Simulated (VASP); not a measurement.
A run of VASP 6.6.1 is set up as follows.

INCAR

```
  ALGO = Normal
  EDIFF = 1E-6
  ENCUT = 750
  GGA = PE
  GGA_COMPAT = False
  ISIF = 2
  ISMEAR = 0
  LASPH = True
  LCHARG = True
  LELF = True
  LREAL = False
  LVHAR = True
  LWAVE = False
  NBANDS = 55
  NELM = 120
  PREC = Accurate
  SIGMA = 0.1
```

The input KPOINTS:

```
k-points
0
Gamma
  4 4 4
```

POSCAR

```
Mg2GeN2
1.0
   -3.1317432932      0.0000000000      0.0000000000
    0.0000000000      5.4243385001      0.0000000000
    1.5658716466     -0.9040564167     -7.6445673583
Mg Ge N
4 2 4
Direct
    0.0586157722      0.6862052574      0.1172315444
    0.5586157722      0.1862052574      0.1172315444
    0.6973171417      0.8991057139      0.3946342834
    0.1973171417      0.3991057139      0.3946342834
    0.3835203959      0.7945067986      0.7670407918
    0.8835203959      0.2945067986      0.7670407918
    0.6242222914      0.5414074305      0.2484445827
    0.1242222914      0.0414074305      0.2484445827
    0.8215267239      0.6071755746      0.6430534478
    0.3215267239      0.1071755746      0.6430534478
```

Potentials or basis: VASP PAW PBE potentials, release 64 (Mg_sv, Ge_d, N).

Launch:

```bash
$ cat potpaw_PBE.64/Mg_sv/POTCAR potpaw_PBE.64/Ge_d/POTCAR potpaw_PBE.64/N/POTCAR > POTCAR
$ mpirun -np 1 vasp_std > vasp.out
```

Problem. What does it give for the largest force?

Solution. 0.020 eV/Å.

Problem. Predict the pressure.

Solution. -0.4 GPa.

Problem. Predict the band gap on the k mesh.

Solution. 0.57 eV.

Stress tensor (GPa, compression positive):
```
-0.29  0.00  0.00
 0.00 -0.47 -0.09
 0.00 -0.09 -0.44
```

Caveat: the k points lie up to 0.51 Å⁻¹ apart. A k mesh can miss the band edges.
